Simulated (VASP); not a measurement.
Crystal: Co.

```
Co
1.0
     0.00000    3.07242    3.07242
     3.07242    0.00000    3.07242
     3.07242    3.07242    0.00000
Co
2
Direct
  0.00000 0.00000 0.00000
  0.25000 0.25000 0.25000
```

* Program: VASP 6.6.1
* Task: relaxation of cell and atoms
* Functional: r2SCAN
* Potentials or basis: VASP PAW PBE potentials, release 64 (Co)
* Cutoff: 600 eV
* k mesh: 6 × 6 × 6
* Occupations: gaussian, width 0.1 eV
* Spin: collinear spin, ferromagnetic start
* Starting moments: [2.49, 2.49] μB

At the start: pressure -16.0 GPa; volume 29.00 Å³/atom.

Problem. How do energy, volume and symmetry change on relaxing?

Solution. Over 3 steps the energy falls by 1156.2 meV/atom and the volume is 15.95 Å³/atom (-45.0 %); space group Fd-3m (No. 227, to 0.05 Å); moment 3.64 μB per cell.

The path:
| step | energy change (eV) | largest force (eV/Å) | pressure (GPa) | volume (Å³) |
| --- | --- | --- | --- | --- |
| 1 | 0.0000 | 0.0000 | -16.02 | 58.01 |
| 2 | -2.0988 | 0.0000 | -11.56 | 36.91 |
| 3 | -2.3124 | 0.0000 | -0.30 | 31.89 |

Final structure:
```
Co
1.0
     0.00000    2.51697    2.51697
     2.51697    0.00000    2.51697
     2.51697    2.51697    0.00000
Co
2
Direct
  0.00000 0.00000 0.00000
  0.25000 0.25000 0.25000
```

Caveat: the volume moved by over 15 % at a fixed basis, so the end points are rough; the PAW data sets were made with another functional, which shifts forces and pressure a little.
